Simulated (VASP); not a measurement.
Set up this calculation in VASP 6.6.1, as the native input.

| Item | Value |
| --- | --- |
| Task | single point |
| Functional | PBE |
| Potentials or basis | VASP PAW PBE potentials, release 64 (Ti_sv, C) |
| Cutoff | 520 eV |
| k mesh | 4 × 4 × 4 |
| Occupations | gaussian, width 0.1 eV |
| Spin | no spin polarisation |
| Dipole correction | no |
| Further INCAR settings | ALGO = Normal; EDIFF = 1e-07; NBANDS = 39 |

The structure of Ti4C3 lies in POSCAR:

```
Ti4C3
1.0
    4.3103396498      0.0000000000      0.0000000000
    0.0000000000      4.3103396498      0.0000000000
    0.0000000000      0.0000000000      4.3103396498
Ti C
4 3
Direct
    0.0000000000      0.0000000000      0.0000000000
    0.0000000000      0.5000000000      0.5000000000
    0.5000000000      0.0000000000      0.5000000000
    0.5000000000      0.5000000000      0.0000000000
    0.5000000000      0.0000000000      0.0000000000
    0.0000000000      0.5000000000      0.0000000000
    0.0000000000      0.0000000000      0.5000000000
```

The cell was generated, and may not be a known phase.

One way to write it, as run:

INCAR

```
PREC = Accurate
ENCUT = 520
EDIFF = 1E-7
ISMEAR = 0
SIGMA = 0.1
LREAL = False
LASPH = True
NELM = 100
ALGO = Normal
ISIF = 2
LWAVE = False
LCHARG = True
GGA = PE
LELF = True
LVHAR = True
NBANDS = 39
```

KPOINTS

```
Automatic mesh
0
Gamma
  4 4 4
```

Potentials or basis: VASP PAW PBE potentials, release 64 (Ti_sv, C).

Launch:

```bash
$ cat potpaw_PBE.64/Ti_sv/POTCAR potpaw_PBE.64/C/POTCAR > POTCAR
$ mpirun -np 1 vasp_std > vasp.out
```

Results of the run:

```
Pressure               : 0.0 GPa
Band gap on the k mesh : zero (bands 30 and 31 overlap by 1.14 eV)
```

Caveat: the k points lie up to 0.36 Å⁻¹ apart, too coarse for converged energies and pressures of a metal.

Wall time 33 s on 1 thread of Intel Xeon 8259CL, on a shared host, peak memory 0.18 GiB.
